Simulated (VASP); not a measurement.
## C: single point with PBEsol

C:

```xyz
4
Lattice="1.3155 -2.0795 0.0000 1.3155 2.0795 0.0000 0.0000 0.0000 7.3778" Properties=species:S:1:pos:R:3 pbc="T T T"
C     1.3155    1.7329    5.5322
C     1.3155   -0.3465    1.8456
C     1.3155   -1.7329    1.8456
C     1.3155    0.3465    5.5322
```

This cell differs from its parent crystal: normal strain along x +0.0700, normal strain along y -0.0233.

| Item | Value |
| --- | --- |
| Program | VASP 6.6.1 |
| Task | single point |
| Functional | PBEsol |
| Potentials or basis | VASP PAW PBE potentials, release 64 (C) |
| Cutoff | 520 eV |
| k mesh | 18 × 18 × 6 |
| Occupations | gaussian, width 0.15 eV |
| Spin | no spin polarisation |

```json
{
 "Pressure": "-12.9 GPa",
 "Largest force": "0.904 eV/Å"
}
```

Forces in eV/Å, atoms in the order of the input:
```
C    0.000  0.904  0.000
C    0.000  0.904  0.000
C    0.000 -0.904  0.000
C    0.000 -0.904  0.000
```

Stress tensor (GPa, compression positive):
```
-53.09   0.00   0.00
  0.00  14.48   0.00
  0.00   0.00  -0.07
```

Wall time 5.1 min on 1 thread of Intel Xeon 8259CL, on a shared host, peak memory 0.27 GiB.

Caveat: the cell differs from its parent crystal (normal strain along x +0.0700, normal strain along y -0.0233); the cell stands under tension; this functional lacks dispersion, which binds the layers, so the pressure and a relaxed spacing across them are unreliable; the PAW data sets were made with another functional, which shifts forces and pressure a little.
